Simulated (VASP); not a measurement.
Here is a VASP 6.6.1 calculation.

INCAR

```
SYSTEM = ZnS
  ALGO = Normal
  DIPOL = 0.5 0.5 0.499
  EDIFF = 1E-6
  ENCUT = 400
  GGA = PS
  GGA_COMPAT = .FALSE.
  IDIPOL = 3
  ISIF = 2
  ISMEAR = 0
  LASPH = .TRUE.
  LCHARG = .TRUE.
  LDIPOL = .TRUE.
  LELF = .TRUE.
  LREAL = .FALSE.
  LVACPOTAV = .TRUE.
  LVHAR = .TRUE.
  LWAVE = .FALSE.
  NBANDS = 36
  NELM = 120
  NELMDL = -8
  PREC = Accurate
  SIGMA = 0.05
```

KPOINTS

```
k-points
0
G
  7 7 1
  0 0 0
```

POSCAR

```
ZnS
1.0
    3.7876303070      0.0000000000      0.0000000000
    0.0000000000      3.7876303070      0.0000000000
    0.0000000000      0.0000000000     23.6956476867
S Zn
3 3
Direct
    0.0000000000      0.5000000000      0.3587156643
    0.5000000000      0.0000000000      0.4717431329
    0.0000000000      0.5000000000      0.5861141889
    0.5000000000      0.5000000000      0.4152293986
    0.0000000000      0.0000000000      0.5237516686
    0.5000000000      0.5000000000      0.6384737769
```

Potentials or basis: VASP PAW PBE potentials, release 64 (S, Zn).

Run with:

```bash
$ cat potpaw_PBE.64/S/POTCAR potpaw_PBE.64/Zn/POTCAR > POTCAR
$ mpirun -np 1 vasp_std > vasp.out
```

(1) Predict the band gap on the k mesh.

(2) What does it give for the largest force?

Results:

(1) 0.08 eV (least direct gap 0.10 eV).

(2) 1.169 eV/Å.

Caveat: semilocal functionals underestimate gaps, and a narrow one can read as zero; the PAW data sets were made with another functional, which shifts forces and pressure a little.
